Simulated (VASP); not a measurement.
# Cd (Fm-3m) in VASP: a series of runs

Cd is run at these levels: PBE; tasks: single point.

Everything below comes from runs of VASP 6.6.1. Logs are shortened: lines on timing, memory, paths and dates and some standing lists are left out, and cuts for length are marked.

## 1. The cell of the first run

It takes space group Fm-3m (No. 225, cubic). Conventional cell: a = 3.957 Å, b = 3.957 Å, c = 3.957 Å, α = 90.00°, β = 90.00°, γ = 90.00°. Within 3.7 Å of Cd (site symmetry m-3m) lie 12 Cd at 2.80 Å.

## 2. Single point, PBE (volume scaled by 0.68)

The input, INCAR:

```
PREC = Accurate ; ENCUT = 520
EDIFF = 1E-6 ; ISMEAR = -1
SIGMA = 0.08 ; LREAL = False
LASPH = True ; NELM = 80
ALGO = Normal ; ISIF = 2
LWAVE = False ; LCHARG = False
GGA = PE ; NBANDS = 12
```

The input, KPOINTS:

```
regular mesh
0
Gamma
  14 14 14
```

The input, POSCAR:

```
Cd
1.0
    0.0000000000      1.9784661877      1.9784661877
    1.9784661877      0.0000000000      1.9784661877
    1.9784661877      1.9784661877      0.0000000000
Cd
1
Direct
    0.0000000000      0.0000000000      0.0000000000
```

Potentials or basis: VASP PAW PBE potentials, release 64 (Cd).

Launch:

```sh
$ cat potpaw_PBE.64/Cd/POTCAR > POTCAR
$ mpirun -np 1 vasp_std > vasp.out
```

OUTCAR:

```text
PREC = Accurate
   ENCUT = 520
   EDIFF = 1E-6
   ISMEAR = -1
   LREAL = False
   LASPH = True
   NELM = 80
   ISIF = 2
   GGA = PE

 ion  position               nearest neighbor table
   1  0.000  0.000  0.000-

  LATTYP: Found a face centered cubic cell.
 ALAT       =     3.9569323754

  Lattice vectors:

 A1 = (   0.0000000000,   1.9784661877,   1.9784661877)
 A2 = (   1.9784661877,   0.0000000000,   1.9784661877)
 A3 = (   1.9784661877,   1.9784661877,   0.0000000000)

Analysis of symmetry for initial positions (statically):
=====================================================================
 Subroutine PRICEL returns:
 Original cell was already a primitive cell.

 Routine SETGRP: Setting up the symmetry group for a
 face centered cubic supercell.

 Subroutine GETGRP returns: Found 48 space group operations
 (whereof 48 operations were pure point group operations)
 out of a pool of 48 trial point group operations.

The static configuration has the point symmetry O_h .

Analysis of symmetry for dynamics (positions and initial velocities):
=====================================================================
 Subroutine PRICEL returns:
 Original cell was already a primitive cell.

 Routine SETGRP: Setting up the symmetry group for a
 face centered cubic supercell.

 Subroutine GETGRP returns: Found 48 space group operations
 (whereof 48 operations were pure point group operations)
 out of a pool of 48 trial point group operations.

The dynamic configuration has the point symmetry O_h .

 Subroutine INISYM returns: Found 48 space group operations
 (whereof 48 operations are pure point group operations),
 and found     1 'primitive' translations

----------------------------------------------------------------------------------------

                                     Primitive cell

  volume of cell :      15.4887

  direct lattice vectors                    reciprocal lattice vectors
     0.000000000  1.978466188  1.978466188    -0.252721024  0.252721024  0.252721024
     1.978466188  0.000000000  1.978466188     0.252721024 -0.252721024  0.252721024
     1.978466188  1.978466188  0.000000000     0.252721024  0.252721024 -0.252721024

  length of vectors
     2.797973715  2.797973715  2.797973715     0.437725653  0.437725653  0.437725653

  position of ions in fractional coordinates (direct lattice)
     0.000000000  0.000000000  0.000000000

[... 81 lines left out ...]
   ISIF   =      2    stress and relaxation
   ISYM   =      2    0-nonsym 1-usesym 2-fastsym
   POTIM  = 0.5000    time-step for ionic-motion
   TEBEG  =    0.0;   TEEND  =   0.0 temperature during run
   PSTRESS=    0.0 pullay stress
   NELECT =      12.0000    total number of electrons
   NUPDOWN=      -1.0000    fix difference up-down
   EMIN   =  10.00;   EMAX   =-10.00  energy-range for DOS
   EFERMI =   0.00;   METHOD = LEGACY
   ISMEAR =    -1;   SIGMA  =   0.08  broadening in eV -4-tet -1-fermi 0-gaus
   EFERMI_NEDOS =   21; number of points for ismear=-14 and -15
   IALGO  =     38    algorithm
   IMIX   =      4    mixing-type and parameters
     AMIX     =   0.40;   BMIX     =  1.00
     AMIX_MAG =   1.60;   BMIX_MAG =  1.00
  volume/ion in A,a.u.               =      15.49       104.52
  Fermi-wavevector in a.u.,A,eV,Ry     =   1.503592  2.841377 30.759892  2.260788
  Thomas-Fermi vector in A             =   2.614682
   LORBIT       =      0    0 simple, 1 ext, 2 COOP (PROOUT), +10 PAW based schemes
   GGA     = PE    functional components
   LHFCALC =     F    Hartree Fock is set to
   AEXX    =    0.0000 exact exchange contribution
   IVDW    =     0    specifies the selected vdW correction
   LEPSILON=     F    determine dielectric tensor
   LRPA    =     F    only Hartree local field effects (RPA)
 non-spin polarized calculation
  energy-cutoff  :      520.00
  volume of cell :       15.49
 maximum number of plane-waves:       444
 NGX is ok and might be reduce to    24
   NGX = 11   NGY = 11   NGZ = 11

 number of electron      12.0000000 magnetization

 Free energy of the ion-electron system (eV)
  ---------------------------------------------------
  ext. energy  EPLUGINS =         0.00000000
  ---------------------------------------------------
  free energy    TOTEN  =         0.03162044 eV

  energy without entropy =        0.03852473  energy(sigma->0) =        0.03507259

 E-fermi :   6.1163     XC(G=0): -12.9298

 val. band max:        6.0897071786   @ k =  -0.4286   0.2143   0.0714
 cond. band min:       6.1206374809   @ k =  -0.3571   0.4286   0.0714
 fundamental gap:      0.0309303023
 Fermi energy:         6.1163055630

 k-point     1 :       0.0000    0.0000    0.0000
  band No.  band energies     occupation
      1      -5.9053      2.00000
      2      -4.5678      2.00000
      3      -4.5678      2.00000
      4      -4.5678      2.00000
      5      -3.6402      2.00000
      6      -3.6402      2.00000
      7      20.8345      0.00000
      8      24.1814      0.00000
      9      24.1814      0.00000
     10      24.1814      0.00000
     11      28.7761      0.00000
     12      28.7761      0.00000
[... 331 lines left out ...]
 k-point    24 :       0.2857    0.1429    0.0000
  band No.  band energies     occupation
      1      -5.1548      2.00000
      2      -4.5254      2.00000
      3      -4.2873      2.00000
      4      -4.1016      2.00000
      5      -3.2793      2.00000
      6      -2.5619      2.00000
      7      14.9038      0.00000
      8      19.4765      0.00000
      9      20.2502      0.00000
     10      22.1379      0.00000
     11      25.7676      0.00000
     12      29.7738      0.00000

 [... further k-points ...]

------------------------ aborting loop because EDIFF is reached ----------------------------------------

  FORCE on cell =-STRESS in cart. coord.  units (eV):
  Direction    XX          YY          ZZ          XY          YZ          ZX
  --------------------------------------------------------------------------------------
  -------------------------------------------------------------------------------------
  Total        4.9674796      4.9674796      4.9674796      0.0000000      0.0000000     -0.0000000
  in kB      513.8433955    513.8433955    513.8433955      0.0000000      0.0000000     -0.0000000
  external PRESSURE =     513.8433955 kB  Pullay stress =       0.0000000 kB

 VOLUME and BASIS-vectors are now :
 -----------------------------------------------------------------------------
  energy-cutoff  :      520.00
  volume of cell :       15.49
      direct lattice vectors                 reciprocal lattice vectors
     0.000000000  1.978466188  1.978466188    -0.252721024  0.252721024  0.252721024
     1.978466188  0.000000000  1.978466188     0.252721024 -0.252721024  0.252721024
     1.978466188  1.978466188  0.000000000     0.252721024  0.252721024 -0.252721024

 POSITION                                       TOTAL-FORCE (eV/Angst)
 -----------------------------------------------------------------------------------
      0.00000      0.00000      0.00000         0.000000     -0.000000      0.000000
 -----------------------------------------------------------------------------------
    total drift:                               -0.000000      0.000000     -0.000000

  FREE ENERGIE OF THE ION-ELECTRON SYSTEM (eV)
  ---------------------------------------------------
  free  energy   TOTEN  =         0.0316204374 eV

  energy  without entropy=        0.0385247329  energy(sigma->0) =        0.03507259
```

OSZICAR:

```text
N       E                     dE             d eps       ncg     rms          rms(c)
DAV:   1     0.717890738294E+02    0.71789E+02   -0.73269E+03  2696   0.107E+03
DAV:   2     0.105598225631E+01   -0.70733E+02   -0.67775E+02  2740   0.250E+02
DAV:   3    -0.709626734126E-01   -0.11269E+01   -0.11264E+01  2916   0.351E+01
DAV:   4    -0.722924794022E-01   -0.13298E-02   -0.13298E-02  2840   0.118E+00
DAV:   5    -0.722949944545E-01   -0.25151E-05   -0.25151E-05  2936   0.510E-02    0.830E+00
DAV:   6     0.183201568275E-01    0.90615E-01   -0.19727E-01  2876   0.626E+00    0.554E+00
DAV:   7     0.304620129582E-01    0.12142E-01   -0.27398E-02  2964   0.210E+00    0.188E+00
DAV:   8     0.316394505301E-01    0.11774E-02   -0.28475E-03  2680   0.811E-01    0.911E-02
DAV:   9     0.316309815778E-01   -0.84690E-05   -0.50196E-06  2908   0.244E-02    0.266E-02
DAV:  10     0.316205699610E-01   -0.10412E-04   -0.58186E-06  2784   0.272E-02    0.434E-03
DAV:  11     0.316204374303E-01   -0.13253E-06   -0.36195E-08  1556   0.253E-03
   1 F= 0.31620437E-01 E0= 0.35072585E-01  d E =-.690430E-02
```

stdout:

```text
POSCAR found type information on POSCAR Cd
 POSCAR found :  1 types and       1 ions
 scaLAPACK will be used
 LDA part: xc-table for (Slater+PW92), standard interpolation
 POSCAR, INCAR and KPOINTS ok, starting setup
 FFT: planning ... GRIDC
 FFT: planning ... GRID_SOFT
 FFT: planning ... GRID
 WAVECAR not read
 entering main loop
```

Run time: 8.5 s. Hardware: 1 thread of Intel Xeon Platinum 8375C at 2.90GHz (Ice Lake), shared host; peak memory 0.15 GiB.

Results:

| Property | Result |
| --- | --- |
| Free energy | 0.0316 eV |
| Pressure | 51.4 GPa |
| Band gap on the k mesh | zero (band 6 reaches 7.52 eV, above the bottom of band 7 at 5.38 eV) |

Levels at points of the mesh, in eV from the Fermi level:
```
           k point  band 2  band 3  band 4  band 5  band 6  band 7  band 8  band 9  band 10  band 11
(0.00, 0.00, 0.00)  -10.68  -10.68  -10.68   -9.76   -9.76   14.72   18.07   18.07    18.07    22.66
(0.50, 0.00, 0.00)  -10.69  -10.69   -9.02   -9.02   -4.16   -0.74   13.71   15.73    15.73    19.97
(0.50, 0.50, 0.00)  -12.00   -9.06   -8.83   -8.83   -2.06    2.74    7.82    7.82    13.66    14.37
```

## 3. Single point, PBE (volume scaled by 0.78)

The input, INCAR:

```
  ALGO = Normal
  EDIFF = 1E-6
  ENCUT = 520
  GGA = PE
  ISIF = 2
  ISMEAR = -1
  LASPH = True
  LCHARG = False
  LREAL = False
  LWAVE = False
  NBANDS = 12
  NELM = 60
  PREC = Accurate
  SIGMA = 0.08
```

The input, KPOINTS:

```
k-points
0
Gamma
  14 14 14
```

The input, POSCAR:

```
Cd
1.0
    0.0000000000      2.0710497390      2.0710497390
    2.0710497390      0.0000000000      2.0710497390
    2.0710497390      2.0710497390      0.0000000000
Cd
1
Direct
    0.0000000000      0.0000000000      0.0000000000
```

Potentials or basis: VASP PAW PBE potentials, release 64 (Cd).

Launch:

```sh
$ cat potpaw_PBE.64/Cd/POTCAR > POTCAR
$ mpirun -np 1 vasp_std > vasp.out
```

OUTCAR:

```text
EDIFF = 1E-6
   ENCUT = 520
   GGA = PE
   ISIF = 2
   ISMEAR = -1
   LASPH = True
   LREAL = False
   NELM = 60
   PREC = Accurate

 ion  position               nearest neighbor table
   1  0.000  0.000  0.000-

  LATTYP: Found a face centered cubic cell.
 ALAT       =     4.1420994780

  Lattice vectors:

 A1 = (   0.0000000000,   2.0710497390,   2.0710497390)
 A2 = (   2.0710497390,   0.0000000000,   2.0710497390)
 A3 = (   2.0710497390,   2.0710497390,   0.0000000000)

[... 536 lines left out ...]
     11      22.6071      0.00000
     12      26.8357      0.00000

 [... further k-points ...]

------------------------ aborting loop because EDIFF is reached ----------------------------------------

  FORCE on cell =-STRESS in cart. coord.  units (eV):
  Direction    XX          YY          ZZ          XY          YZ          ZX
  --------------------------------------------------------------------------------------
  -------------------------------------------------------------------------------------
  Total        2.5289275      2.5289275      2.5289275      0.0000000      0.0000000      0.0000000
  in kB      228.0580389    228.0580389    228.0580389      0.0000000      0.0000000      0.0000000
  external PRESSURE =     228.0580389 kB  Pullay stress =       0.0000000 kB

 VOLUME and BASIS-vectors are now :
 -----------------------------------------------------------------------------
  energy-cutoff  :      520.00
  volume of cell :       17.77
      direct lattice vectors                 reciprocal lattice vectors
     0.000000000  2.071049739  2.071049739    -0.241423463  0.241423463  0.241423463
     2.071049739  0.000000000  2.071049739     0.241423463 -0.241423463  0.241423463
     2.071049739  2.071049739  0.000000000     0.241423463  0.241423463 -0.241423463

 POSITION                                       TOTAL-FORCE (eV/Angst)
 -----------------------------------------------------------------------------------
      0.00000      0.00000      0.00000         0.000000     -0.000000      0.000000
 -----------------------------------------------------------------------------------
    total drift:                               -0.000000      0.000000      0.000000

  FREE ENERGIE OF THE ION-ELECTRON SYSTEM (eV)
  ---------------------------------------------------
  free  energy   TOTEN  =        -0.4716999202 eV

  energy  without entropy=       -0.4654072007  energy(sigma->0) =       -0.46855356
```

OSZICAR:

```text
N       E                     dE             d eps       ncg     rms          rms(c)
DAV:   1     0.704446186238E+02    0.70445E+02   -0.72278E+03  2696   0.104E+03
DAV:   2     0.659244912277E+00   -0.69785E+02   -0.66603E+02  2748   0.245E+02
DAV:   3    -0.547524831766E+00   -0.12068E+01   -0.12062E+01  2960   0.356E+01
DAV:   4    -0.549005828095E+00   -0.14810E-02   -0.14810E-02  2828   0.124E+00
DAV:   5    -0.549008590159E+00   -0.27621E-05   -0.27623E-05  2984   0.538E-02    0.555E+00
DAV:   6    -0.478749346286E+00    0.70259E-01   -0.17153E-01  2892   0.564E+00    0.396E+00
DAV:   7    -0.472260897801E+00    0.64884E-02   -0.18430E-02  2980   0.161E+00    0.166E+00
DAV:   8    -0.471676588272E+00    0.58431E-03   -0.18348E-03  2652   0.625E-01    0.721E-02
DAV:   9    -0.471690168958E+00   -0.13581E-04   -0.35632E-06  2948   0.196E-02    0.188E-02
DAV:  10    -0.471699938415E+00   -0.97695E-05   -0.64147E-06  2688   0.285E-02    0.244E-03
DAV:  11    -0.471699920170E+00    0.18245E-07   -0.29185E-08  1496   0.212E-03
   1 F= -.47169992E+00 E0= -.46855356E+00  d E =-.629272E-02
```

It took 8.8 s on 1 thread of Intel Xeon Platinum 8375C at 2.90GHz (Ice Lake), shared host; peak memory 0.15 GiB.

Results:

| Quantity | Value |
| --- | --- |
| Free energy | -0.4717 eV |
| Pressure | 22.8 GPa |
| Band gap on the k mesh | zero (band 6 reaches 5.96 eV, above the bottom of band 7 at 3.62 eV) |

## 4. Single point, PBE (volume scaled by 0.78)

The input, INCAR:

```
SYSTEM = Cd
  PREC = Accurate
  ENCUT = 520
  EDIFF = 1E-6
  ISMEAR = -1
  SIGMA = 0.08
  LREAL = .False.
  LASPH = .True.
  NELM = 100
  ALGO = Normal
  ISIF = 2
  LWAVE = .False.
  LCHARG = .True.
  GGA = PE
  LELF = .True.
  LVHAR = .True.
  NBANDS = 12
```

The input, KPOINTS:

```
regular mesh
0
Gamma
  14 14 14
  0 0 0
```

POSCAR is that of step 3.

Potentials or basis: VASP PAW PBE potentials, release 64 (Cd).

Launch:

```sh
$ cat potpaw_PBE.64/Cd/POTCAR > POTCAR
$ mpirun -np 1 vasp_std > vasp.out
```

OUTCAR:

```text
SYSTEM = Cd
   PREC = Accurate
   ENCUT = 520
   EDIFF = 1E-6
   ISMEAR = -1
   LREAL = .False.
   LASPH = .True.
   NELM = 100
   ISIF = 2
   GGA = PE

 ion  position               nearest neighbor table
   1  0.000  0.000  0.000-

  LATTYP: Found a face centered cubic cell.
 ALAT       =     4.1420994780

  Lattice vectors:

 A1 = (   0.0000000000,   2.0710497390,   2.0710497390)
 A2 = (   2.0710497390,   0.0000000000,   2.0710497390)
[... 539 lines left out ...]
     12      26.8357      0.00000

 [... further k-points ...]

------------------------ aborting loop because EDIFF is reached ----------------------------------------

  FORCE on cell =-STRESS in cart. coord.  units (eV):
  Direction    XX          YY          ZZ          XY          YZ          ZX
  --------------------------------------------------------------------------------------
  -------------------------------------------------------------------------------------
  Total        2.5289275      2.5289275      2.5289275      0.0000000      0.0000000      0.0000000
  in kB      228.0580389    228.0580389    228.0580389      0.0000000      0.0000000      0.0000000
  external PRESSURE =     228.0580389 kB  Pullay stress =       0.0000000 kB

 VOLUME and BASIS-vectors are now :
 -----------------------------------------------------------------------------
  energy-cutoff  :      520.00
  volume of cell :       17.77
      direct lattice vectors                 reciprocal lattice vectors
     0.000000000  2.071049739  2.071049739    -0.241423463  0.241423463  0.241423463
     2.071049739  0.000000000  2.071049739     0.241423463 -0.241423463  0.241423463
     2.071049739  2.071049739  0.000000000     0.241423463  0.241423463 -0.241423463

 POSITION                                       TOTAL-FORCE (eV/Angst)
 -----------------------------------------------------------------------------------
      0.00000      0.00000      0.00000         0.000000     -0.000000      0.000000
 -----------------------------------------------------------------------------------
    total drift:                               -0.000000      0.000000      0.000000

  FREE ENERGIE OF THE ION-ELECTRON SYSTEM (eV)
  ---------------------------------------------------
  free  energy   TOTEN  =        -0.4716999202 eV

  energy  without entropy=       -0.4654072007  energy(sigma->0) =       -0.46855356
```

OSZICAR:

```text
N       E                     dE             d eps       ncg     rms          rms(c)
DAV:   1     0.704446186238E+02    0.70445E+02   -0.72278E+03  2696   0.104E+03
DAV:   2     0.659244912277E+00   -0.69785E+02   -0.66603E+02  2748   0.245E+02
DAV:   3    -0.547524831766E+00   -0.12068E+01   -0.12062E+01  2960   0.356E+01
DAV:   4    -0.549005828095E+00   -0.14810E-02   -0.14810E-02  2828   0.124E+00
DAV:   5    -0.549008590159E+00   -0.27621E-05   -0.27623E-05  2984   0.538E-02    0.555E+00
DAV:   6    -0.478749346286E+00    0.70259E-01   -0.17153E-01  2892   0.564E+00    0.396E+00
DAV:   7    -0.472260897801E+00    0.64884E-02   -0.18430E-02  2980   0.161E+00    0.166E+00
DAV:   8    -0.471676588272E+00    0.58431E-03   -0.18348E-03  2652   0.625E-01    0.721E-02
DAV:   9    -0.471690168958E+00   -0.13581E-04   -0.35632E-06  2948   0.196E-02    0.188E-02
DAV:  10    -0.471699938415E+00   -0.97695E-05   -0.64147E-06  2688   0.285E-02    0.244E-03
DAV:  11    -0.471699920170E+00    0.18245E-07   -0.29185E-08  1496   0.212E-03
   1 F= -.47169992E+00 E0= -.46855356E+00  d E =-.629272E-02
```

stdout:

```text
POSCAR found type information on POSCAR Cd
 POSCAR found :  1 types and       1 ions
 scaLAPACK will be used
 LDA part: xc-table for (Slater+PW92), standard interpolation
 POSCAR, INCAR and KPOINTS ok, starting setup
 FFT: planning ... GRIDC
 FFT: planning ... GRID_SOFT
 FFT: planning ... GRID
 WAVECAR not read
 entering main loop
```

Run time: 9.1 s. Hardware: 1 thread of Intel Xeon Platinum 8375C at 2.90GHz (Ice Lake), shared host; peak memory 0.15 GiB.

Results:

```yaml
Free_energy: -0.4717 eV
Pressure: 22.8 GPa
Band_gap_on_the_k_mesh: zero (band 6 reaches 5.96 eV, above the bottom of band 7 at 3.62 eV)
```

Levels at points of the mesh, in eV from the Fermi level:
```
           k point  band 4  band 5  band 6  band 7  band 8  band 9
(0.00, 0.00, 0.00)   -9.88   -9.18   -9.18   14.52   16.94   16.94
(0.50, 0.00, 0.00)   -8.62   -8.62   -3.29   -0.96   13.56   14.47
(0.50, 0.50, 0.00)   -8.47   -8.47   -1.45    2.20    7.47    7.47
```
